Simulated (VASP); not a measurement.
# Yb (Pm-3m) in VASP: further runs

The runs below take Yb through single point, with PBE.

Everything below comes from runs of VASP 6.6.1. Logs are shortened: lines on timing, memory, paths and dates and some standing lists are left out, and cuts for length are marked.

### Step 1. The cell of the first run

The structure is cubic, space group Pm-3m (No. 221). Conventional cell: a = 2.499 Å, b = 2.499 Å, c = 2.499 Å, α = 90.00°, β = 90.00°, γ = 90.00°. Yb (site symmetry m-3m) has 6 Yb at 2.50 Å within 3.3 Å.

### Step 2. Single point, PBE (volume scaled by 0.4)

INCAR

```
ALGO = Normal ; EDIFF = 1E-6
ENCUT = 520 ; GGA = PE
ISIF = 2 ; ISMEAR = -1
LASPH = T ; LCHARG = F
LREAL = F ; LWAVE = F
NBANDS = 18 ; NELM = 60
PREC = Accurate ; SIGMA = 0.1
```

KPOINTS

```
k-points
0
Gamma
  13 13 13
```

POSCAR

```
Yb
1.0
    2.4986670421      0.0000000000      0.0000000000
    0.0000000000      2.4986670421      0.0000000000
    0.0000000000      0.0000000000      2.4986670421
Yb
1
Direct
    0.0000000000      0.0000000000      0.0000000000
```

Potentials or basis: VASP PAW PBE potentials, release 64 (Yb).

The run is started by

```console
$ cat potpaw_PBE.64/Yb/POTCAR > POTCAR
$ mpirun -np 1 vasp_std > vasp.out
```

OUTCAR:

```text
EDIFF = 1E-6
   ENCUT = 520
   GGA = PE
   ISIF = 2
   ISMEAR = -1
   LASPH = T
   LREAL = F
   NELM = 60
   PREC = Accurate

 ion  position               nearest neighbor table
   1  0.000  0.000  0.000-

  LATTYP: Found a simple cubic cell.
 ALAT       =     2.4986670421

  Lattice vectors:

 A1 = (   2.4986670421,   0.0000000000,   0.0000000000)
 A2 = (   0.0000000000,   2.4986670421,   0.0000000000)
 A3 = (   0.0000000000,   0.0000000000,   2.4986670421)

Analysis of symmetry for initial positions (statically):
=====================================================================
 Subroutine PRICEL returns:
 Original cell was already a primitive cell.

 Routine SETGRP: Setting up the symmetry group for a
 simple cubic supercell.

 Subroutine GETGRP returns: Found 48 space group operations
[... 9 lines left out ...]

 Routine SETGRP: Setting up the symmetry group for a
 simple cubic supercell.

 Subroutine GETGRP returns: Found 48 space group operations
[... 11 lines left out ...]
                                     Primitive cell

  volume of cell :      15.6000

  direct lattice vectors                    reciprocal lattice vectors
     2.498667042  0.000000000  0.000000000     0.400213387  0.000000000  0.000000000
     0.000000000  2.498667042  0.000000000     0.000000000  0.400213387  0.000000000
     0.000000000  0.000000000  2.498667042     0.000000000  0.000000000  0.400213387

  length of vectors
     2.498667042  2.498667042  2.498667042     0.400213387  0.400213387  0.400213387

  position of ions in fractional coordinates (direct lattice)
     0.000000000  0.000000000  0.000000000

  ion indices of the primitive-cell ions
   primitive index   ion index
                 1           1

----------------------------------------------------------------------------------------

 KPOINTS: k-points

Automatic generation of k-mesh.
 Grid dimensions read from file:
 generate k-points for:   13   13   13

 Generating k-lattice:

  Cartesian coordinates                     Fractional coordinates (reciprocal lattice)
     0.030785645  0.000000000  0.000000000     0.076923077  0.000000000  0.000000000
     0.000000000  0.030785645  0.000000000     0.000000000  0.076923077  0.000000000
     0.000000000  0.000000000  0.030785645     0.000000000  0.000000000  0.076923077

  Length of vectors
[... 47 lines left out ...]
   ISTART =      0    job   : 0-new  1-cont  2-samecut
   ICHARG =      2    charge: 1-file 2-atom 10-const
   ISPIN  =      1    spin polarized calculation?
   LNONCOLLINEAR =      F non collinear calculations
   LSORBIT =      F    spin-orbit coupling
   LASPH  =      T    aspherical Exc in radial PAW
   ENCUT  =  520.0 eV  38.22 Ry    6.18 a.u.   4.65  4.65  4.65*2*pi/ulx,y,z
   NELM   =     60;   NELMIN=  2; NELMDL= -5     # of ELM steps
   EDIFF  = 0.1E-05   stopping-criterion for ELM
   LREAL  =      F    real-space projection
   EDIFFG = 0.1E-04   stopping-criterion for IOM
   NSW    =      0    number of steps for IOM
   IBRION =     -1    ionic relax: 0-MD 1-quasi-New 2-CG
   NFREE  =      0    steps in history (QN), initial steepest desc. (CG)
   ISIF   =      2    stress and relaxation
   ISYM   =      2    0-nonsym 1-usesym 2-fastsym
   POTIM  = 0.5000    time-step for ionic-motion
   TEBEG  =    0.0;   TEEND  =   0.0 temperature during run
   PSTRESS=    0.0 pullay stress
   NELECT =      24.0000    total number of electrons
   NUPDOWN=      -1.0000    fix difference up-down
   EMIN   =  10.00;   EMAX   =-10.00  energy-range for DOS
   EFERMI =   0.00;   METHOD = LEGACY
   ISMEAR =    -1;   SIGMA  =   0.10  broadening in eV -4-tet -1-fermi 0-gaus
   EFERMI_NEDOS =   21; number of points for ismear=-14 and -15
   IALGO  =     38    algorithm
   IMIX   =      4    mixing-type and parameters
     AMIX     =   0.40;   BMIX     =  1.00
     AMIX_MAG =   1.60;   BMIX_MAG =  1.00
  volume/ion in A,a.u.               =      15.60       105.27
  Fermi-wavevector in a.u.,A,eV,Ry     =   1.889891  3.571377 48.595788  3.571690
  Thomas-Fermi vector in A             =   2.931381
   LORBIT       =      0    0 simple, 1 ext, 2 COOP (PROOUT), +10 PAW based schemes
   GGA     = PE    functional components
   LHFCALC =     F    Hartree Fock is set to
   AEXX    =    0.0000 exact exchange contribution
   IVDW    =     0    specifies the selected vdW correction
   LEPSILON=     F    determine dielectric tensor
   LRPA    =     F    only Hartree local field effects (RPA)
 non-spin polarized calculation
  energy-cutoff  :      520.00
  volume of cell :       15.60
 maximum number of plane-waves:       437
 NGX is ok and might be reduce to    20
   NGX =  9   NGY =  9   NGZ =  9

 number of electron      24.0000007 magnetization

 Free energy of the ion-electron system (eV)
  ---------------------------------------------------
  ext. energy  EPLUGINS =         0.00000000
  ---------------------------------------------------
  free energy    TOTEN  =        -0.75009640 eV

  energy without entropy =       -0.71637372  energy(sigma->0) =       -0.73323506

 E-fermi :   4.8482     XC(G=0): -13.9245

 val. band max:        4.8364113178   @ k =   0.4615   0.0769   0.0769
 cond. band min:       4.8869283142   @ k =   0.4615   0.1538   0.0000
 fundamental gap:      0.0505169963
 Fermi energy:         4.8482228725

 k-point     1 :       0.0000    0.0000    0.0000
  band No.  band energies     occupation
      1     -47.7115      2.00000
      2     -17.6653      2.00000
      3     -17.6653      2.00000
      4     -17.6653      2.00000
      5      -0.6698      2.00000
      6       3.6784      1.99998
[... 481 lines left out ...]
      5       1.9574      2.00000
      6       3.2949      2.00000
[... 10 lines left out ...]
     17      14.0875      0.00000
     18      21.5489      0.00000

 [... further k-points ...]

------------------------ aborting loop because EDIFF is reached ----------------------------------------

  FORCE on cell =-STRESS in cart. coord.  units (eV):
  Direction    XX          YY          ZZ          XY          YZ          ZX
  --------------------------------------------------------------------------------------
  -------------------------------------------------------------------------------------
  Total        7.1824742      7.1824742      7.1824742     -0.0000000     -0.0000000     -0.0000000
  in kB      737.6655365    737.6655365    737.6655365     -0.0000000     -0.0000000     -0.0000000
  external PRESSURE =     737.6655365 kB  Pullay stress =       0.0000000 kB

 VOLUME and BASIS-vectors are now :
 -----------------------------------------------------------------------------
  energy-cutoff  :      520.00
  volume of cell :       15.60
      direct lattice vectors                 reciprocal lattice vectors
     2.498667042  0.000000000  0.000000000     0.400213387  0.000000000  0.000000000
     0.000000000  2.498667042  0.000000000     0.000000000  0.400213387  0.000000000
     0.000000000  0.000000000  2.498667042     0.000000000  0.000000000  0.400213387

 POSITION                                       TOTAL-FORCE (eV/Angst)
 -----------------------------------------------------------------------------------
      0.00000      0.00000      0.00000         0.000000      0.000000      0.000000
 -----------------------------------------------------------------------------------
    total drift:                               -0.000000      0.000000      0.000000

  FREE ENERGIE OF THE ION-ELECTRON SYSTEM (eV)
  ---------------------------------------------------
  free  energy   TOTEN  =        -0.7500963984 eV

  energy  without entropy=       -0.7163737197  energy(sigma->0) =       -0.73323506
```

It took 17 s on 1 thread of Intel Xeon 6975P-C (Granite Rapids), shared host; peak memory 0.15 GiB.

Results:

```
Free energy            : -0.7501 eV
Pressure               : 73.8 GPa
Band gap on the k mesh : zero (band 12 reaches 5.36 eV, above the bottom of band 13 at 3.91 eV)
```

Levels at points of the mesh, in eV from the Fermi level:
```tsv
k point	band 9	band 10	band 11	band 12	band 13	band 14	band 15	band 16
(0.00, 0.00, 0.00)	-1.16	-1.16	-0.94	-0.94	-0.94	-0.74	13.52	13.52
```

Caveat: spin-orbit coupling is left out, which moves the levels of the heavy elements.

### Step 3. Single point, PBE (volume scaled by 0.45)

INCAR

```
SYSTEM = Yb
  PREC = Accurate
  ENCUT = 520
  EDIFF = 1E-6
  ISMEAR = -1
  SIGMA = 0.1
  LREAL = .FALSE.
  LASPH = .TRUE.
  NELM = 100
  ALGO = Normal
  ISIF = 2
  LWAVE = .FALSE.
  LCHARG = .FALSE.
  GGA = PE
  NBANDS = 18
```

KPOINTS

```
regular mesh
0
G
  13 13 13
  0 0 0
```

POSCAR

```
Yb
1.0
    2.5987184467      0.0000000000      0.0000000000
    0.0000000000      2.5987184467      0.0000000000
    0.0000000000      0.0000000000      2.5987184467
Yb
1
Direct
    0.0000000000      0.0000000000      0.0000000000
```

Potentials or basis: VASP PAW PBE potentials, release 64 (Yb).

The run is started by

```console
$ cat potpaw_PBE.64/Yb/POTCAR > POTCAR
$ mpirun -np 1 vasp_std > vasp.out
```

Wall time 17 s (1 thread of Intel Xeon 6975P-C (Granite Rapids), shared host); peak memory 0.15 GiB.

The run converged. Its results:

```
Free energy            : -1.4870 eV
Pressure               : 48.6 GPa
Band gap on the k mesh : zero (band 12 reaches 4.57 eV, above the bottom of band 13 at 3.47 eV)
```

Levels at points of the mesh, in eV from the Fermi level:
```tsv
k point	band 10	band 11	band 12	band 13	band 14	band 15
(0.00, 0.00, 0.00)	-0.78	-0.78	-0.73	-0.73	-0.60	12.30
```

Caveat: spin-orbit coupling is left out, which moves the levels of the heavy elements.

### Step 4. Single point, PBE (volume scaled by 0.55)

INCAR

```
PREC     = Accurate       # precision mode
ENCUT    = 520            # plane-wave cutoff, eV
EDIFF    = 1E-6           # SCF threshold, eV
ISMEAR   = -1             # smearing method
SIGMA    = 0.1            # smearing width, eV
LREAL    = False          # projectors in reciprocal space
LASPH    = True           # aspherical terms in the spheres
NELM     = 100            # most SCF steps
ALGO     = Normal         # electronic algorithm
ISIF     = 2              # what is computed and relaxed
LWAVE    = False          # write WAVECAR
LCHARG   = False          # write CHGCAR
GGA      = PE             # functional
NBANDS   = 18             # bands
```

KPOINTS

```
Automatic mesh
0
Gamma
  13 13 13
```

POSCAR

```
Yb
1.0
    2.7784928773      0.0000000000      0.0000000000
    0.0000000000      2.7784928773      0.0000000000
    0.0000000000      0.0000000000      2.7784928773
Yb
1
Direct
    0.0000000000      0.0000000000      0.0000000000
```

Potentials or basis: VASP PAW PBE potentials, release 64 (Yb).

The run is started by

```console
$ cat potpaw_PBE.64/Yb/POTCAR > POTCAR
$ mpirun -np 1 vasp_std > vasp.out
```

OUTCAR:

```text
PREC = Accurate
   ENCUT = 520
   EDIFF = 1E-6
   ISMEAR = -1
   LREAL = False
   LASPH = True
   NELM = 100
   ISIF = 2
   GGA = PE

 ion  position               nearest neighbor table
   1  0.000  0.000  0.000-

  LATTYP: Found a simple cubic cell.
 ALAT       =     2.7784928773

  Lattice vectors:

 A1 = (   2.7784928773,   0.0000000000,   0.0000000000)
 A2 = (   0.0000000000,   2.7784928773,   0.0000000000)
[... 671 lines left out ...]
      6       2.3716      1.99987
[... 10 lines left out ...]
     17      10.7660      0.00000
     18      16.5151      0.00000

 [... further k-points ...]

------------------------ aborting loop because EDIFF is reached ----------------------------------------

  FORCE on cell =-STRESS in cart. coord.  units (eV):
  Direction    XX          YY          ZZ          XY          YZ          ZX
  --------------------------------------------------------------------------------------
  -------------------------------------------------------------------------------------
  Total        3.3198672      3.3198672      3.3198672      0.0000000     -0.0000000      0.0000000
  in kB      247.9724456    247.9724456    247.9724456      0.0000000     -0.0000000      0.0000000
  external PRESSURE =     247.9724456 kB  Pullay stress =       0.0000000 kB

 VOLUME and BASIS-vectors are now :
 -----------------------------------------------------------------------------
  energy-cutoff  :      520.00
  volume of cell :       21.45
      direct lattice vectors                 reciprocal lattice vectors
     2.778492877  0.000000000  0.000000000     0.359907347  0.000000000  0.000000000
     0.000000000  2.778492877  0.000000000     0.000000000  0.359907347  0.000000000
     0.000000000  0.000000000  2.778492877     0.000000000  0.000000000  0.359907347

 POSITION                                       TOTAL-FORCE (eV/Angst)
 -----------------------------------------------------------------------------------
      0.00000      0.00000      0.00000         0.000000      0.000000      0.000000
 -----------------------------------------------------------------------------------
    total drift:                                0.000000      0.000000      0.000000

  FREE ENERGIE OF THE ION-ELECTRON SYSTEM (eV)
  ---------------------------------------------------
  free  energy   TOTEN  =        -2.3351067532 eV

  energy  without entropy=       -2.2979104604  energy(sigma->0) =       -2.31650861
```

OSZICAR:

```text
N       E                     dE             d eps       ncg     rms          rms(c)
DAV:   1     0.102328608328E+03    0.10233E+03   -0.88037E+03  3826   0.936E+03
DAV:   2     0.110549355330E+02   -0.91274E+02   -0.88163E+02  3778   0.579E+02
DAV:   3     0.671658616920E-01   -0.10988E+02   -0.10750E+02  4264   0.120E+02
[... 13 lines left out ...]
DAV:  17    -0.233523234061E+01    0.46813E-03   -0.71004E-04  5344   0.109E+00    0.375E-01
DAV:  18    -0.233510329542E+01    0.12905E-03   -0.32704E-04  5278   0.761E-01    0.193E-01
DAV:  19    -0.233510736602E+01   -0.40706E-05   -0.12212E-04  5860   0.360E-01    0.255E-01
DAV:  20    -0.233510628405E+01    0.10820E-05   -0.51544E-05  5600   0.150E-01    0.133E-01
DAV:  21    -0.233510675323E+01   -0.46917E-06   -0.32861E-06  3060   0.441E-02
   1 F= -.23351068E+01 E0= -.23165086E+01  d E =-.371963E-01
```

stdout:

```text
POSCAR found type information on POSCAR Yb
 POSCAR found :  1 types and       1 ions
 scaLAPACK will be used
 LDA part: xc-table for (Slater+PW92), standard interpolation
 POSCAR, INCAR and KPOINTS ok, starting setup
 FFT: planning ... GRIDC
 FFT: planning ... GRID_SOFT
 FFT: planning ... GRID
 WAVECAR not read
 entering main loop
```

Wall time 20 s (1 thread of Intel Xeon 6975P-C (Granite Rapids), shared host); peak memory 0.17 GiB.

Results:

```
Free energy            : -2.3351 eV
Pressure               : 24.8 GPa
Band gap on the k mesh : zero (band 12 reaches 3.32 eV, above the bottom of band 13 at 2.98 eV)
```

Caveat: spin-orbit coupling is left out, which moves the levels of the heavy elements. Spin polarisation is off, so any magnetic state and its effect on volume and gap are missing.

### Step 5. Single point, PBE (volume scaled by 0.55)

INCAR

```
SYSTEM = Yb
PREC = Accurate ; ENCUT = 520
EDIFF = 1E-6 ; ISMEAR = -1
SIGMA = 0.1 ; LREAL = .False.
LASPH = .True. ; NELM = 80
ALGO = Normal ; ISIF = 2
LWAVE = .False. ; LCHARG = .False.
GGA = PE ; NBANDS = 18
```

KPOINTS

```
Automatic mesh
0
Gamma
  13 13 13
  0 0 0
```

POSCAR is that of step 4.

The run is started by

```console
$ cat potpaw_PBE.64/Yb/POTCAR > POTCAR
$ mpirun -np 1 vasp_std > vasp.out
```

It took 20 s on 1 thread of Intel Xeon 6975P-C (Granite Rapids), shared host; peak memory 0.17 GiB.

Results (log left out):

```
Free energy            : -2.3351 eV
Pressure               : 24.8 GPa
Band gap on the k mesh : zero (band 12 reaches 3.32 eV, above the bottom of band 13 at 2.98 eV)
```

Levels at points of the mesh, in eV from the Fermi level:
```
           k point  band 9  band 10  band 11  band 12  band 13  band 14  band 15  band 16
(0.00, 0.00, 0.00)   -0.65    -0.65    -0.65    -0.50    -0.25    -0.25    10.40    10.40
```

Caveat: spin-orbit coupling is left out, which moves the levels of the heavy elements.

### Step 6. Single point, PBE (volume scaled by 0.65)

INCAR

```
PREC = Accurate
ENCUT = 520
EDIFF = 1E-6
ISMEAR = -1
SIGMA = 0.1
LREAL = F
LASPH = T
NELM = 100
ALGO = Normal
ISIF = 2
LWAVE = F
LCHARG = T
GGA = PE
LELF = T
LVHAR = T
NBANDS = 18
```

KPOINTS

```
Automatic mesh
0
Gamma
  13 13 13
```

POSCAR

```
Yb
1.0
    2.9376012445      0.0000000000      0.0000000000
    0.0000000000      2.9376012445      0.0000000000
    0.0000000000      0.0000000000      2.9376012445
Yb
1
Direct
    0.0000000000      0.0000000000      0.0000000000
```

Potentials or basis: VASP PAW PBE potentials, release 64 (Yb).

The run is started by

```console
$ cat potpaw_PBE.64/Yb/POTCAR > POTCAR
$ mpirun -np 1 vasp_std > vasp.out
```

Run time: 19 s. Hardware: 1 thread of Intel Xeon 6975P-C (Granite Rapids), shared host; peak memory 0.17 GiB.

Results (log left out):

| Quantity | Value |
| --- | --- |
| Free energy | -2.7514 eV |
| Pressure | 11.9 GPa |

Levels at points of the mesh, in eV from the Fermi level:
```csv
k point,band 10,band 11,band 12,band 13,band 14,band 15
"(0.00, 0.00, 0.00)",-0.60,-0.60,-0.48,0.03,0.03,9.04
```

Caveat: spin-orbit coupling is left out, which moves the levels of the heavy elements.

### Step 7. Overview

| cell | gap on the mesh (eV) | pressure (GPa) |
| --- | --- | --- |
| a = 2.499 Å, 1 atom | none | 73.8 |
| a = 2.599 Å, 1 atom | none | 48.6 |
| a = 2.778 Å, 1 atom | none | 24.8 |
| a = 2.938 Å, 1 atom | - | 11.9 |

Alike in all rows: task single point; level PBE; potentials or basis VASP PAW PBE potentials, release 64 (Yb); no spin polarisation; k mesh 13 × 13 × 13; cutoff (eV) 520; smearing fermi-dirac 0.1 eV.

Caveats: spin-orbit coupling is left out, which moves the levels of the heavy elements.

Absolute energies hang on the potentials; compare differences alone.
